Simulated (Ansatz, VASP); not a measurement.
**One calculation of InAs, two programs**

The input INCAR:

```
  PREC = Accurate
  ENCUT = 520
  EDIFF = 1E-6
  ISMEAR = 0
  SIGMA = 0.15
  LREAL = F
  LASPH = T
  NELM = 80
  ALGO = Normal
  ISIF = 2
  LWAVE = F
  LCHARG = F
  GGA = PE
  NBANDS = 16
```

The input KPOINTS:

```
regular mesh
0
Gamma
  12 12 12
```

The input POSCAR:

```
InAs
1.0
    0.0000000000      3.0934008768      2.9696648417
    2.9696648417      0.0000000000      2.9696648417
    2.9696648417      3.0934008768      0.0000000000
In As
1 1
Direct
    0.0000000000      0.0000000000      0.0000000000
    0.7500000000      0.7500000000      0.7500000000
```

Input for Ansatz:

```yaml
crystal:
  lattice:
    - [0.0, 3.0934008768, 2.9696648417]
    - [2.9696648417, 0.0, 2.9696648417]
    - [2.9696648417, 3.0934008768, 0.0]
  atoms:
    - { symbol: In, position: [0.0, 0.0, 0.0] }
    - { symbol: As, position: [0.75, 0.75, 0.75] }
basis:
  ecutwfc: 420
kpoints:
  mp_grid: { grid: [12, 12, 12] }
hamiltonian:
  xc: pbe
  pseudopotentials: { kind: paw, azcp: { folder: soft_1 } }
scf:
  occupations: { method: gaussian, width: 0.15 }
output:
  forces: true
  stress: true
  eigenvalues: true
  write_density: true
  write_potential: true
  elf: true
  volumetric_format: npy
```

Change from the starting cell: normal strain along x -0.0400, normal strain along y -0.0400.

Alike in both runs: task single point; functional PBE; k mesh 12 × 12 × 12; occupations gaussian, width 0.15 eV; no spin polarisation.

|  | VASP | Ansatz |
| --- | --- | --- |
| version | VASP 6.6.1 | Ansatz 0.2.0 |
| potentials or method | VASP PAW PBE potentials, release 64 (In_d, As), cutoff 520 eV | scalar-relativistic, plane waves, PAW |
| valence electrons in the cell | 18 | 28 |

|  | VASP | Ansatz | Ansatz less VASP |
| --- | --- | --- | --- |
| gap on the k mesh at the Fermi level (eV) | none | none | - |
| pressure (GPa) | 4.8 | 4.8 | -0.06 |
| traceless stress, the component that is largest in VASP (GPa) | -0.94 | -0.94 | 0.000 |

A gap of «none» marks a metal or a gap that the smearing closes. VASP's potentials hold 18 valence electrons a cell and Ansatz's 28, so a difference there can come from the potentials and not from the codes.
